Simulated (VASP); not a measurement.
# TiAl3Ni2 (P-3m1) in VASP: notebook, part 2 of 2

VASP 6.6.1. Earlier steps stand in the parts before.

## 3. Single point, PBE (15.08 Å³/atom)

This run uses another cell than the first one, of 15.08 Å³/atom.

The input, INCAR:

```
SYSTEM = TiAl3Ni2
PREC     = Accurate       ! precision mode
ENCUT    = 520            ! plane-wave cutoff, eV
EDIFF    = 1E-6           ! SCF threshold, eV
ISMEAR   = 0              ! smearing method
SIGMA    = 0.1            ! smearing width, eV
LREAL    = .FALSE.        ! projectors in reciprocal space
LASPH    = .TRUE.         ! aspherical terms in the spheres
NELM     = 60             ! most SCF steps
ALGO     = Fast           ! electronic algorithm
ISIF     = 2              ! what is computed and relaxed
LWAVE    = .FALSE.        ! write WAVECAR
LCHARG   = .FALSE.        ! write CHGCAR
GGA      = PE             ! functional
NBANDS   = 30             ! bands
```

The input, KPOINTS:

```
regular mesh
0
G
  12 12 8
  0 0 0
```

The input, POSCAR:

```
TiAl3Ni2
1.0
    4.3012956241      0.0000000297      0.0000000000
   -2.1506478378      3.7250312648      0.0000000000
    0.0000000000      0.0000000000      5.6481010908
Ti Al Ni
1 3 2
Direct
    0.0000000000      0.0000000000      0.5000000000
    0.3333333333      0.6666666667      0.2582978612
    0.6666666667      0.3333333333      0.7417021388
    0.0000000000      0.0000000000      0.0000000000
    0.3333333333      0.6666666667      0.7465201667
    0.6666666667      0.3333333333      0.2534798333
```

Potentials or basis: VASP PAW PBE potentials, release 64 (Ti_sv, Al, Ni).

Started as:

```console
$ cat potpaw_PBE.64/Ti_sv/POTCAR potpaw_PBE.64/Al/POTCAR potpaw_PBE.64/Ni/POTCAR > POTCAR
$ mpirun -np 1 vasp_std > vasp.out
```

OUTCAR:

```text
SYSTEM = TiAl3Ni2
   PREC = Accurate
   ENCUT = 520
   EDIFF = 1E-6
   ISMEAR = 0
   LREAL = .FALSE.
   LASPH = .TRUE.
   NELM = 60
   ISIF = 2
   GGA = PE

 ion  position               nearest neighbor table
   1  0.000  0.000  0.500-   4 2.82   4 2.82   2 2.83   3 2.83   3 2.83   2 2.83   3 2.83   2 2.83
                             6 2.85   5 2.85   6 2.85   5 2.85   5 2.85   6 2.85
   2  0.333  0.667  0.258-   6 2.48   6 2.48   6 2.48   5 2.76   1 2.83   1 2.83   1 2.83   4 2.88
                             4 2.88   4 2.88   5 2.89
   3  0.667  0.333  0.742-   5 2.48   5 2.48   5 2.48   6 2.76   1 2.83   1 2.83   1 2.83   4 2.88
                             4 2.88   4 2.88   6 2.89
   4  0.000  0.000  0.000-   1 2.82   1 2.82   6 2.87   5 2.87   6 2.87   5 2.87   6 2.87   5 2.87
                             3 2.88   2 2.88   2 2.88   3 2.88   3 2.88   2 2.88
   5  0.333  0.667  0.747-   3 2.48   3 2.48   3 2.48   2 2.76   1 2.85   1 2.85   1 2.85   4 2.87
                             4 2.87   4 2.87   2 2.89
   6  0.667  0.333  0.253-   2 2.48   2 2.48   2 2.48   3 2.76   1 2.85   1 2.85   1 2.85   4 2.87
                             4 2.87   4 2.87   3 2.89

  LATTYP: Found a hexagonal cell.
 ALAT       =     4.3012956241
 C/A-ratio  =     1.3131162292

  Lattice vectors:

[... 193 lines left out ...]

 k-point     1 :       0.0000    0.0000    0.0000
  band No.  band energies     occupation
      1     -49.1300      2.00000
      2     -25.4189      2.00000
      3     -25.4189      2.00000
      4     -25.3168      2.00000
      5      -1.6307      2.00000
      6       2.3481      2.00000
[... 781 lines left out ...]
     29      12.3905      0.00000
     30      12.7818      0.00000

 [... further k-points ...]

------------------------ aborting loop because EDIFF is reached ----------------------------------------

  FORCE on cell =-STRESS in cart. coord.  units (eV):
  Direction    XX          YY          ZZ          XY          YZ          ZX
  --------------------------------------------------------------------------------------
  -------------------------------------------------------------------------------------
  Total       -5.7241267     -5.7241267     -5.7867318      0.0000000      0.0000000      0.0000000
  in kB     -101.3416904   -101.3416904   -102.4500696      0.0000000      0.0000000      0.0000000
  external PRESSURE =    -101.7111502 kB  Pullay stress =       0.0000000 kB

 VOLUME and BASIS-vectors are now :
 -----------------------------------------------------------------------------
  energy-cutoff  :      520.00
  volume of cell :       90.50
      direct lattice vectors                 reciprocal lattice vectors
     4.301295624  0.000000030  0.000000000     0.232488088  0.134227062  0.000000000
    -2.150647838  3.725031265  0.000000000    -0.000000002  0.268454122  0.000000000
     0.000000000  0.000000000  5.648101091     0.000000000  0.000000000  0.177050655

 POSITION                                       TOTAL-FORCE (eV/Angst)
 -----------------------------------------------------------------------------------
      0.00000      0.00000      2.82405         0.000000     -0.000000      0.000000
     -0.00000      2.48335      1.45889        -0.000000      0.000000      0.005221
      2.15065      1.24168      4.18921         0.000000     -0.000000     -0.005221
      0.00000      0.00000      0.00000         0.000000     -0.000000      0.000000
     -0.00000      2.48335      4.21642         0.000000      0.000000      0.002050
      2.15065      1.24168      1.43168        -0.000000     -0.000000     -0.002050
 -----------------------------------------------------------------------------------
    total drift:                                0.000000      0.000000      0.000000

  FREE ENERGIE OF THE ION-ELECTRON SYSTEM (eV)
  ---------------------------------------------------
  free  energy   TOTEN  =       -32.7908335561 eV

  energy  without entropy=      -32.7715602002  energy(sigma->0) =      -32.78119688
```

It took 10 min on 1 thread of Intel Xeon Platinum 8488C (Sapphire Rapids), shared host; peak memory 0.45 GiB.

What came out:

- Free energy: -32.7908 eV
- Pressure: -10.2 GPa
- Largest force: 0.005 eV/Å
- Band gap on the k mesh: zero (an odd number of electrons rules out a gap without spin polarisation)

Forces in eV/Å, atoms in the order of the input:
```
Ti   0.000  0.000  0.000
Al   0.000  0.000  0.005
Al   0.000  0.000 -0.005
Al   0.000  0.000  0.000
Ni   0.000  0.000  0.002
Ni   0.000  0.000 -0.002
```

Levels at points of the mesh, in eV from the Fermi level:
| k point | band 18 | band 19 | band 20 | band 21 | band 22 | band 23 |
| --- | --- | --- | --- | --- | --- | --- |
| (0.00, 0.00, 0.00) | -0.53 | -0.53 | 0.69 | 0.69 | 0.70 | 1.75 |
| (0.50, 0.00, 0.00) | -1.27 | -1.26 | -0.78 | -0.66 | -0.26 | 0.72 |
| (0.00, 0.00, 0.50) | -0.23 | -0.23 | 0.56 | 0.56 | 1.91 | 2.09 |
| (0.50, 0.00, 0.50) | -1.30 | -1.30 | -0.27 | 0.11 | 0.81 | 0.89 |

Caveat: the cell stands under tension. Spin polarisation is off, so any magnetic state and its effect on volume and gap are missing.

## 4. Relaxation of shape and atoms at fixed volume, PBE (12.48 Å³/atom)

This run uses another cell than the first one, of 12.48 Å³/atom.

The input, INCAR:

```
PREC     = Accurate       # precision mode
ENCUT    = 600            # plane-wave cutoff, eV
EDIFF    = 1E-6           # SCF threshold, eV
ISMEAR   = 0              # smearing method
SIGMA    = 0.1            # smearing width, eV
LREAL    = F              # projectors in reciprocal space
LASPH    = T              # aspherical terms in the spheres
NELM     = 100            # most SCF steps
ALGO     = Fast           # electronic algorithm
ISIF     = 4              # what is computed and relaxed
LWAVE    = F              # write WAVECAR
LCHARG   = F              # write CHGCAR
GGA      = PE             # functional
IBRION   = 2              # ionic algorithm
NSW      = 50             # ionic steps
EDIFFG   = -0.01          # ionic threshold
```

The input, KPOINTS:

```
regular mesh
0
Gamma
  12 12 8
```

The input, POSCAR:

```
TiAl3Ni2
1.0
    4.0612579333      0.0000000280      0.0000000000
   -2.0306289909      3.5171525275      0.0000000000
    0.0000000000      0.0000000000      5.2411743558
Ti Al Ni
1 3 2
Direct
    0.0000000000      0.0000000000      0.5000000000
    0.3333333333      0.6666666667      0.2524705335
    0.6666666667      0.3333333333      0.7475294665
    0.0000000000      0.0000000000      0.0000000000
    0.3333333333      0.6666666667      0.7557327482
    0.6666666667      0.3333333333      0.2442672518
```

Started as:

```console
$ cat potpaw_PBE.64/Ti_sv/POTCAR potpaw_PBE.64/Al/POTCAR potpaw_PBE.64/Ni/POTCAR > POTCAR
$ mpirun -np 1 vasp_std > vasp.out
```

Wall time 21 min (1 thread of Intel Xeon Platinum 8488C (Sapphire Rapids), shared host); peak memory 0.44 GiB.

Results (log left out):

```yaml
Free_energy: -32.7431 eV
Energy_gained_by_relaxing: 0.2 meV/atom
Ionic_steps: 8
Pressure_after_relaxing: 15.5 GPa
Largest_force_after_relaxing: 0.006 eV/Å
Band_gap_on_the_k_mesh: zero (an odd number of electrons rules out a gap without spin polarisation)
```

Forces on the atoms (eV/Å):
```
Ti   0.000  0.000  0.000
Al   0.000  0.000 -0.004
Al   0.000  0.000  0.004
Al   0.000  0.000  0.000
Ni   0.000  0.000  0.006
Ni   0.000  0.000 -0.006
```

Stress tensor (GPa, compression positive):
```
15.53  0.00  0.00
 0.00 15.53  0.00
 0.00  0.00 15.45
```

The path:
```csv
step,energy change (eV),largest force (eV/Å),pressure (GPa),volume (Å³)
1,0.0000,0.0471,15.62,74.87
2,-0.0006,0.0328,15.49,74.87
3,-0.0006,0.0296,15.48,74.87
4,-0.0006,0.0283,15.48,74.87
5,-0.0007,0.0205,15.48,74.87
6,-0.0009,0.0213,15.47,74.87
7,-0.0009,0.0135,15.45,74.87
8,-0.0010,0.0059,15.51,74.87
```

Final structure:
```
Ti Al Ni
1.0
     4.06467    0.00000    0.00000
    -2.03234    3.52011    0.00000
     0.00000    0.00000    5.23237
Ti Al Ni
1 3 2
Direct
  0.00000 0.00000 0.50000
  0.33333 0.66667 0.25376
  0.66667 0.33333 0.74624
  0.00000 0.00000 0.00000
  0.33333 0.66667 0.75810
  0.66667 0.33333 0.24190
```

Levels at points of the mesh, in eV from the Fermi level:
```tsv
k point	band 16	band 17	band 18	band 19	band 20	band 21	band 22	band 23	band 24
(0.00, 0.00, 0.00)	-1.94	-1.35	-0.82	-0.82	0.76	0.76	0.79	1.93	1.93
(0.50, 0.00, 0.00)	-2.01	-1.98	-1.61	-1.41	-0.93	-0.82	-0.28	0.82	1.28
(0.00, 0.00, 0.50)	-2.16	-0.49	-0.34	-0.34	0.64	0.64	2.03	2.03	2.83
(0.50, 0.00, 0.50)	-2.16	-1.87	-1.68	-1.67	-0.39	0.28	0.97	1.05	1.45
```

## 5. Relaxation of shape and atoms at fixed volume, PBE (12.89 Å³/atom)

This run uses another cell than the first one, of 12.89 Å³/atom.

The input, INCAR:

```
  PREC = Accurate
  ENCUT = 600
  EDIFF = 1E-6
  ISMEAR = 0
  SIGMA = 0.1
  LREAL = F
  LASPH = T
  NELM = 80
  ALGO = Fast
  ISIF = 4
  LWAVE = F
  LCHARG = F
  GGA = PE
  IBRION = 2
  NSW = 50
  EDIFFG = -0.01
```

The input, KPOINTS:

```
Automatic mesh
0
Gamma
  12 12 8
```

The input, POSCAR:

```
TiAl3Ni2
1.0
    4.1015055709      0.0000000283      0.0000000000
   -2.0507528100      3.5520080041      0.0000000000
    0.0000000000      0.0000000000      5.3082284165
Ti Al Ni
1 3 2
Direct
    0.0000000000      0.0000000000      0.5000000000
    0.3333333333      0.6666666667      0.2528941856
    0.6666666667      0.3333333333      0.7471058144
    0.0000000000      0.0000000000      0.0000000000
    0.3333333333      0.6666666667      0.7544581422
    0.6666666667      0.3333333333      0.2455418578
```

Started as:

```console
$ cat potpaw_PBE.64/Ti_sv/POTCAR potpaw_PBE.64/Al/POTCAR potpaw_PBE.64/Ni/POTCAR > POTCAR
$ mpirun -np 1 vasp_std > vasp.out
```

Run time: 29 min. Hardware: 1 thread of Intel Xeon Platinum 8488C (Sapphire Rapids), shared host; peak memory 0.48 GiB.

Results (log left out):

- Free energy: -32.9345 eV
- Energy gained by relaxing: 2.7 meV/atom
- Ionic steps: 8
- Pressure after relaxing: 9.5 GPa
- Band gap on the k mesh: zero (an odd number of electrons rules out a gap without spin polarisation)

Stress tensor (GPa, compression positive):
```
9.49 0.00 0.00
0.00 9.49 0.00
0.00 0.00 9.40
```

The path:
```csv
step,energy change (eV),largest force (eV/Å),pressure (GPa),volume (Å³)
1,0.0000,0.0369,8.81,77.33
2,-0.0160,0.0338,9.49,77.33
3,-0.0160,0.0351,9.55,77.33
4,-0.0161,0.0257,9.52,77.33
5,-0.0162,0.0141,9.49,77.33
6,-0.0162,0.0158,9.57,77.33
7,-0.0163,0.0126,9.43,77.33
8,-0.0163,0.0018,9.46,77.33
```

Final structure:
```yaml
crystal:
  lattice:
    - [4.10507, 0.00000, 0.00000]
    - [-2.05253, 3.55509, 0.00000]
    - [0.00000, 0.00000, 5.29902]
  atoms:
    - { symbol: Ti, position: [0.00000, 0.00000, 0.50000] }
    - { symbol: Al, position: [0.33333, 0.66667, 0.25338] }
    - { symbol: Al, position: [0.66667, 0.33333, 0.74662] }
    - { symbol: Al, position: [0.00000, 0.00000, 0.00000] }
    - { symbol: Ni, position: [0.33333, 0.66667, 0.75656] }
    - { symbol: Ni, position: [0.66667, 0.33333, 0.24344] }
```

Levels at points of the mesh, in eV from the Fermi level:
| k point | band 16 | band 17 | band 18 | band 19 | band 20 | band 21 | band 22 | band 23 | band 24 |
| --- | --- | --- | --- | --- | --- | --- | --- | --- | --- |
| (0.00, 0.00, 0.00) | -1.87 | -1.32 | -0.77 | -0.77 | 0.75 | 0.75 | 0.77 | 1.88 | 1.88 |
| (0.50, 0.00, 0.00) | -1.95 | -1.90 | -1.55 | -1.39 | -0.90 | -0.79 | -0.28 | 0.80 | 1.24 |
| (0.00, 0.00, 0.50) | -2.06 | -0.48 | -0.32 | -0.32 | 0.63 | 0.63 | 2.02 | 2.02 | 2.70 |
| (0.50, 0.00, 0.50) | -2.08 | -1.81 | -1.61 | -1.61 | -0.37 | 0.24 | 0.94 | 1.02 | 1.37 |

## 6. Relaxation of shape and atoms at fixed volume, PBE (14.53 Å³/atom)

The input, INCAR:

```
SYSTEM = TiAl3Ni2
ALGO = Normal ; EDIFF = 1E-7
EDIFFG = -0.01 ; ENCUT = 600
GGA = PE ; GGA_COMPAT = .FALSE.
IBRION = 2 ; ISIF = 4
ISMEAR = 0 ; LASPH = .TRUE.
LCHARG = .FALSE. ; LREAL = .FALSE.
LWAVE = .FALSE. ; NELM = 120
NELMIN = 4 ; NSW = 50
PREC = Accurate ; SIGMA = 0.1
```

The input, KPOINTS:

```
k-points
0
G
  12 12 8
  0 0 0
```

The input, POSCAR:

```
TiAl3Ni2
1.0
    4.2602286754      0.0000000294      0.0000000000
   -2.1301143632      3.6894662441      0.0000000000
    0.0000000000      0.0000000000      5.5481526712
Ti Al Ni
1 3 2
Direct
    0.0000000000      0.0000000000      0.5000000000
    0.3333333333      0.6666666667      0.2545975236
    0.6666666667      0.3333333333      0.7454024764
    0.0000000000      0.0000000000      0.0000000000
    0.3333333333      0.6666666667      0.7517608945
    0.6666666667      0.3333333333      0.2482391055
```

Potentials or basis: VASP PAW PBE potentials, release 64 (Ti_sv, Al, Ni).

Started as:

```console
$ cat potpaw_PBE.64/Ti_sv/POTCAR potpaw_PBE.64/Al/POTCAR potpaw_PBE.64/Ni/POTCAR > POTCAR
$ mpirun -np 1 vasp_std > vasp.out
```

Wall time 24 min (1 thread of Intel Xeon Platinum 8259CL at 2.50GHz (Skylake/Cascade Lake), shared host); peak memory 0.52 GiB.

It converged, with:

```
Free energy                  : -32.9657 eV
Energy gained by relaxing    : 0.1 meV/atom
Ionic steps                  : 7
Pressure after relaxing      : -6.8 GPa
Largest force after relaxing : 0.004 eV/Å
Band gap on the k mesh       : zero (an odd number of electrons rules out a gap without spin polarisation)
```

Forces on the atoms (eV/Å):
```
Ti   0.000  0.000  0.000
Al   0.000  0.000  0.002
Al   0.000  0.000 -0.002
Al   0.000  0.000  0.000
Ni   0.000  0.000 -0.004
Ni   0.000  0.000  0.004
```

Step by step:
| step | energy change (eV) | largest force (eV/Å) | pressure (GPa) | volume (Å³) |
| --- | --- | --- | --- | --- |
| 1 | 0.0000 | 0.0361 | -6.91 | 87.21 |
| 2 | -0.0004 | 0.0289 | -6.88 | 87.21 |
| 3 | -0.0005 | 0.0245 | -6.86 | 87.21 |
| 4 | -0.0005 | 0.0157 | -6.80 | 87.21 |
| 5 | -0.0006 | 0.0211 | -6.81 | 87.21 |
| 6 | -0.0007 | 0.0147 | -6.82 | 87.21 |
| 7 | -0.0008 | 0.0039 | -6.81 | 87.21 |

Final structure:
```
Ti Al Ni
1.0
     4.25624    0.00000    0.00000
    -2.12812    3.68601    0.00000
     0.00000    0.00000    5.55855
Ti Al Ni
1 3 2
Direct
  0.00000 0.00000 0.50000
  0.33333 0.66667 0.25621
  0.66667 0.33333 0.74379
  0.00000 0.00000 0.00000
  0.33333 0.66667 0.75037
  0.66667 0.33333 0.24963
```

Levels at points of the mesh, in eV from the Fermi level:
| k point | band 17 | band 18 | band 19 | band 20 | band 21 | band 22 | band 23 | band 24 |
| --- | --- | --- | --- | --- | --- | --- | --- | --- |
| (0.00, 0.00, 0.00) | -1.18 | -0.58 | -0.58 | 0.70 | 0.70 | 0.70 | 1.76 | 1.76 |
| (0.50, 0.00, 0.00) | -1.61 | -1.33 | -1.29 | -0.80 | -0.70 | -0.26 | 0.73 | 1.09 |
| (0.00, 0.00, 0.50) | -0.42 | -0.25 | -0.25 | 0.57 | 0.57 | 2.05 | 2.05 | 2.10 |
| (0.50, 0.00, 0.50) | -1.59 | -1.38 | -1.37 | -0.30 | 0.15 | 0.83 | 0.92 | 1.10 |

Spin polarisation is off, so any magnetic state and its effect on volume and gap are missing.

## 7. Overview

```tsv
task	cell	cutoff (eV)	gap on the mesh (eV)	pressure (GPa)	largest force (eV/Å)
single point	a = 4.256, b = 4.256, c = 5.560 Å, angles 90.0, 90.0, 120.0°, 6 atoms, atomic positions A	520	none	-6.8	0.01
single point	a = 4.301, b = 4.301, c = 5.648 Å, angles 90.0, 90.0, 120.0°, 6 atoms, atomic positions B	520	none	-10.2	0.01
relaxation of shape and atoms at fixed volume	relaxed from a = 4.061, b = 4.061, c = 5.241 Å, angles 90.0, 90.0, 120.0°, 6 atoms, atomic positions C	600	none	15.5	0.01
relaxation of shape and atoms at fixed volume	relaxed from a = 4.102, b = 4.102, c = 5.308 Å, angles 90.0, 90.0, 120.0°, 6 atoms, atomic positions D	600	none	9.5	-
relaxation of shape and atoms at fixed volume	relaxed from a = 4.260, b = 4.260, c = 5.548 Å, angles 90.0, 90.0, 120.0°, 6 atoms, atomic positions E	600	none	-6.8	-
```

Alike in all rows: level PBE; potentials or basis VASP PAW PBE potentials, release 64 (Ti_sv, Al, Ni); no spin polarisation; k mesh 12 × 12 × 8; smearing gaussian 0.1 eV.

Caveats: the cell stands under tension (at least some runs).

Total energies depend on the potentials used, so only differences within one code and one set of settings carry meaning.
